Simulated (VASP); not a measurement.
Ga:

```
CELL_PARAMETERS angstrom
2.69825 0.00000 0.00000
0.00000 2.69825 0.00000
0.00000 0.00000 2.69825
ATOMIC_POSITIONS crystal
Ga 0.00000 0.00000 0.00000
```

Base run:

- Program: VASP 6.6.1
- Functional: PBE
- Potentials or basis: VASP PAW PBE potentials, release 64 (Ga_d)
- Cutoff: 500 eV
- k mesh: 10 × 10 × 10
- Occupations: fermi-dirac, width 0.05 eV
- Spin: no spin polarisation

Its results: pressure 1.0 GPa.

Question: The run is repeated on the same cell with these changes: functional from PBE to PBE0; cutoff from 500 eV to 520 eV; k mesh from 10 × 10 × 10 to 5 × 5 × 5. What comes out?

Answer: Pressure -0.6 GPa.

Several settings changed at once, so the effect can't be laid on one alone.

Caveats: some runs use coarse meshes; the PAW data sets were made with another functional, which shifts forces and pressure a little (some runs).
